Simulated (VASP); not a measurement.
# ZnS (Cm) in VASP: a series of runs

The runs below take ZnS through single point, with PBE.

Everything below comes from runs of VASP 6.6.1. Logs are shortened: lines on timing, memory, paths and dates and some standing lists are left out, and cuts for length are marked.

## 1. The cell of the first run

Symmetry: Cm, No. 8, monoclinic system. The conventional cell has a = 6.666 Å, b = 3.849 Å, c = 3.849 Å, α = 90.00°, β = 125.26°, γ = 90.00°. Within 2.3 Å of Zn (site symmetry m) lie 1 S at 1.70 Å. S (site symmetry m) has 1 Zn at 1.70 Å within 2.3 Å.

## 2. Single point, PBE (atom 2 (S) moved by (-0.600, +0.300) A along [1 1 0] and z)

Contents of INCAR:

```
ALGO = Normal
EDIFF = 1E-7
ENCUT = 520
GGA = PE
ISIF = 2
ISMEAR = 0
LASPH = True
LCHARG = True
LELF = True
LREAL = False
LVHAR = True
LWAVE = False
NBANDS = 16
NELM = 60
PREC = Accurate
SIGMA = 0.05
```

Contents of KPOINTS:

```
k-points
0
Gamma
  8 8 8
```

Contents of POSCAR:

```
ZnS
1.0
    0.0000000000      2.7215639846      2.7215639846
    2.7215639846      0.0000000000      2.7215639846
    2.7215639846      2.7215639846      0.0000000000
Zn S
1 1
Direct
    0.0000000000      0.0000000000      0.0000000000
    0.8051153678      0.8051153678      0.5389948309
```

Potentials or basis: VASP PAW PBE potentials, release 64 (Zn, S).

Launch:

```
cat potpaw_PBE.64/Zn/POTCAR potpaw_PBE.64/S/POTCAR > POTCAR
mpirun -np 1 vasp_std > vasp.out
```

OUTCAR:

```text
EDIFF = 1E-7
   ENCUT = 520
   GGA = PE
   ISIF = 2
   ISMEAR = 0
   LASPH = True
   LREAL = False
   NELM = 60
   PREC = Accurate

 ion  position               nearest neighbor table
   1  0.000  0.000  0.000-   2 1.70   2 2.61   2 2.61   2 2.74
   2  0.805  0.805  0.539-   1 1.70   1 2.61   1 2.61   1 2.74

  LATTYP: Found a face centered cubic cell.
 ALAT       =     5.4431279692

  Lattice vectors:

 A1 = (   0.0000000000,   2.7215639846,   2.7215639846)
 A2 = (   2.7215639846,   0.0000000000,   2.7215639846)
 A3 = (   2.7215639846,   2.7215639846,   0.0000000000)

Analysis of symmetry for initial positions (statically):
=====================================================================
 Subroutine PRICEL returns:
 Original cell was already a primitive cell.

 Routine SETGRP: Setting up the symmetry group for a
 face centered cubic supercell.

 Subroutine GETGRP returns: Found  2 space group operations
 (whereof  2 operations were pure point group operations)
 out of a pool of 48 trial point group operations.

The static configuration has the point symmetry C_1h.

Analysis of symmetry for dynamics (positions and initial velocities):
=====================================================================
 Subroutine PRICEL returns:
 Original cell was already a primitive cell.

 Routine SETGRP: Setting up the symmetry group for a
 face centered cubic supercell.

 Subroutine GETGRP returns: Found  2 space group operations
 (whereof  2 operations were pure point group operations)
 out of a pool of 48 trial point group operations.

The dynamic configuration has the point symmetry C_1h.

 Subroutine INISYM returns: Found  2 space group operations
 (whereof  2 operations are pure point group operations),
 and found     1 'primitive' translations

----------------------------------------------------------------------------------------

                                     Primitive cell

  volume of cell :      40.3168

  direct lattice vectors                    reciprocal lattice vectors
     0.000000000  2.721563985  2.721563985    -0.183717893  0.183717893  0.183717893
     2.721563985  0.000000000  2.721563985     0.183717893 -0.183717893  0.183717893
     2.721563985  2.721563985  0.000000000     0.183717893  0.183717893 -0.183717893

  length of vectors
     3.848872698  3.848872698  3.848872698     0.318208724  0.318208724  0.318208724

  position of ions in fractional coordinates (direct lattice)
     0.000000000  0.000000000  0.000000000
[... 73 lines left out ...]
   LNONCOLLINEAR =      F non collinear calculations
   LSORBIT =      F    spin-orbit coupling
   LASPH  =      T    aspherical Exc in radial PAW
   ENCUT  =  520.0 eV  38.22 Ry    6.18 a.u.   7.16  7.16  7.16*2*pi/ulx,y,z
   NELM   =     60;   NELMIN=  2; NELMDL= -5     # of ELM steps
   EDIFF  = 0.1E-06   stopping-criterion for ELM
   LREAL  =      F    real-space projection
   EDIFFG = 0.1E-05   stopping-criterion for IOM
   NSW    =      0    number of steps for IOM
   IBRION =     -1    ionic relax: 0-MD 1-quasi-New 2-CG
   NFREE  =      0    steps in history (QN), initial steepest desc. (CG)
   ISIF   =      2    stress and relaxation
   ISYM   =      2    0-nonsym 1-usesym 2-fastsym
   POTIM  = 0.5000    time-step for ionic-motion
   TEBEG  =    0.0;   TEEND  =   0.0 temperature during run
   PSTRESS=    0.0 pullay stress
   NELECT =      18.0000    total number of electrons
   NUPDOWN=      -1.0000    fix difference up-down
   EMIN   =  10.00;   EMAX   =-10.00  energy-range for DOS
   EFERMI =   0.00;   METHOD = LEGACY
   ISMEAR =     0;   SIGMA  =   0.05  broadening in eV -4-tet -1-fermi 0-gaus
   EFERMI_NEDOS =   21; number of points for ismear=-14 and -15
   IALGO  =     38    algorithm
   IMIX   =      4    mixing-type and parameters
     AMIX     =   0.40;   BMIX     =  1.00
     AMIX_MAG =   1.60;   BMIX_MAG =  1.00
  volume/ion in A,a.u.               =      20.16       136.04
  Fermi-wavevector in a.u.,A,eV,Ry     =   1.251230  2.364482 21.300959  1.565576
  Thomas-Fermi vector in A             =   2.385187
   LORBIT       =      0    0 simple, 1 ext, 2 COOP (PROOUT), +10 PAW based schemes
   GGA     = PE    functional components
   LHFCALC =     F    Hartree Fock is set to
   AEXX    =    0.0000 exact exchange contribution
   IVDW    =     0    specifies the selected vdW correction
   LEPSILON=     F    determine dielectric tensor
   LRPA    =     F    only Hartree local field effects (RPA)
 non-spin polarized calculation
 Gauss-broadening in eV      SIGMA  =   0.05
  energy-cutoff  :      520.00
  volume of cell :       40.32
 maximum number of plane-waves:      1106
 NGX is ok and might be reduce to    30
   NGX = 15   NGY = 15   NGZ = 15

 number of electron      18.0000009 magnetization

 Free energy of the ion-electron system (eV)
  ---------------------------------------------------
  ext. energy  EPLUGINS =         0.00000000
  ---------------------------------------------------
  free energy    TOTEN  =        -3.25663902 eV

  energy without entropy =       -3.25663902  energy(sigma->0) =       -3.25663902

 E-fermi :   2.4486     XC(G=0):  -9.4800

 val. band max:        2.1933764729   @ k =   0.0000   0.0000   0.0000
 cond. band min:       3.9683212333   @ k =   0.0000   0.0000   0.0000
 fundamental gap:      1.7749447605
 Fermi energy:         2.4485586840

 k-point     1 :       0.0000    0.0000    0.0000
  band No.  band energies     occupation
      1     -11.9299      2.00000
      2      -6.0425      2.00000
      3      -5.7759      2.00000
      4      -5.6905      2.00000
      5      -4.9227      2.00000
      6      -4.9068      2.00000
[... 433 lines left out ...]
      3      -5.7223      2.00000
      4      -5.5881      2.00000
      5      -4.8704      2.00000
      6      -4.8459      2.00000
[... 8 lines left out ...]
     15      14.6156      0.00000
     16      15.2543      0.00000

 [... further k-points ...]
[... 5 lines left out ...]
  --------------------------------------------------------------------------------------
  -------------------------------------------------------------------------------------
  Total        7.8752541      7.8752541     10.2880919      8.7791766     -9.6238995     -9.6239026
  in kB      312.9604929    312.9604929    408.8460195    348.8821289   -382.4511925   -382.4513139
  external PRESSURE =     344.9223351 kB  Pullay stress =       0.0000000 kB

 VOLUME and BASIS-vectors are now :
 -----------------------------------------------------------------------------
  energy-cutoff  :      520.00
  volume of cell :       40.32
      direct lattice vectors                 reciprocal lattice vectors
     0.000000000  2.721563985  2.721563985    -0.183717893  0.183717893  0.183717893
     2.721563985  0.000000000  2.721563985     0.183717893 -0.183717893  0.183717893
     2.721563985  2.721563985  0.000000000     0.183717893  0.183717893 -0.183717893

 POSITION                                       TOTAL-FORCE (eV/Angst)
 -----------------------------------------------------------------------------------
      0.00000      0.00000      0.00000        -9.987978     -9.987978     11.238522
      3.65808      3.65808      4.38235         9.987978      9.987978    -11.238522
 -----------------------------------------------------------------------------------
    total drift:                                0.000171      0.000171     -0.000290

  FREE ENERGIE OF THE ION-ELECTRON SYSTEM (eV)
  ---------------------------------------------------
  free  energy   TOTEN  =        -3.2566390171 eV

  energy  without entropy=       -3.2566390171  energy(sigma->0) =       -3.25663902
```

OSZICAR:

```text
N       E                     dE             d eps       ncg     rms          rms(c)
DAV:   1     0.959781472014E+02    0.95978E+02   -0.90639E+03  4816   0.135E+03
DAV:   2     0.245422214943E+01   -0.93524E+02   -0.87199E+02  5504   0.267E+02
DAV:   3    -0.412709607909E+01   -0.65813E+01   -0.65550E+01  5976   0.686E+01
DAV:   4    -0.420795568214E+01   -0.80860E-01   -0.80841E-01  5896   0.790E+00
DAV:   5    -0.420897835689E+01   -0.10227E-02   -0.10226E-02  6072   0.849E-01    0.135E+01
DAV:   6    -0.332103871746E+01    0.88794E+00   -0.14379E+00  6920   0.446E+01    0.875E+00
DAV:   7    -0.326630165038E+01    0.54737E-01   -0.77156E-01  6048   0.754E+00    0.410E+00
DAV:   8    -0.325804162067E+01    0.82600E-02   -0.23111E-02  5736   0.218E+00    0.174E+00
DAV:   9    -0.325650486278E+01    0.15368E-02   -0.57702E-03  6032   0.585E-01    0.210E-01
DAV:  10    -0.325657664989E+01   -0.71787E-04   -0.39571E-04  5920   0.162E-01    0.692E-02
DAV:  11    -0.325663843043E+01   -0.61781E-04   -0.84422E-05  5888   0.758E-02    0.206E-02
DAV:  12    -0.325663885577E+01   -0.42534E-06   -0.84585E-06  6064   0.511E-02    0.110E-02
DAV:  13    -0.325663895354E+01   -0.97765E-07   -0.16975E-06  5976   0.226E-02    0.478E-03
DAV:  14    -0.325663901714E+01   -0.63606E-07   -0.34225E-07  6008   0.144E-02
   1 F= -.32566390E+01 E0= -.32566390E+01  d E =-.268594E-15
```

stdout:

```text
POSCAR found type information on POSCAR ZnS
 POSCAR found :  2 types and       2 ions
 scaLAPACK will be used
 LDA part: xc-table for (Slater+PW92), standard interpolation
 POSCAR, INCAR and KPOINTS ok, starting setup
 FFT: planning ... GRIDC
 FFT: planning ... GRID_SOFT
 FFT: planning ... GRID
 WAVECAR not read
 entering main loop
```

Wall time 3.3 min (1 thread of Intel Xeon 8259CL, shared host); peak memory 0.24 GiB.

Results:

- Free energy: -3.2566 eV
- Pressure: 34.5 GPa
- Largest force: 18.051 eV/Å
- Band gap on the k mesh: 1.77 eV

Forces in eV/Å, atoms in the order of the input:
```
Zn   -9.988  -9.988  11.239
S     9.988   9.988 -11.239
```

Levels at points of the mesh, in eV from the valence-band top:
| k point | band 5 | band 6 | band 7 | band 8 | band 9 | band 10 | band 11 | band 12 | band 13 | band 14 |
| --- | --- | --- | --- | --- | --- | --- | --- | --- | --- | --- |
| (0.00, 0.00, 0.00) | -7.12 | -7.10 | -1.20 | -0.13 | 0.00 | 1.77 | 5.85 | 6.27 | 7.89 | 10.71 |
| (0.50, 0.00, 0.00) | -7.04 | -6.99 | -4.86 | -1.55 | -0.23 | 2.54 | 5.10 | 8.02 | 8.37 | 10.90 |
| (0.00, 0.00, 0.50) | -7.13 | -7.13 | -5.92 | -1.52 | -1.19 | 4.07 | 7.08 | 7.70 | 8.59 | 11.26 |
| (0.50, 0.50, 0.50) | -7.03 | -6.94 | -4.63 | -1.64 | -0.21 | 2.41 | 4.99 | 7.86 | 8.27 | 10.96 |
| (0.50, 0.50, 0.00) | -7.05 | -7.03 | -4.76 | -2.44 | -1.65 | 2.23 | 4.09 | 9.77 | 11.35 | 13.01 |
| (0.00, 0.50, 0.50) | -7.07 | -7.02 | -4.64 | -2.31 | -1.96 | 2.11 | 4.31 | 9.72 | 11.26 | 12.96 |

Caveat: the cell differs from its parent crystal (atom 2 (S) moved by (-0.600, +0.300) A along [1 1 0] and z); the cell stands under pressure; forces of over 1 eV/Å act on the atoms, so gaps and moduli don't describe the material at rest.

[end of part 1 of 2]
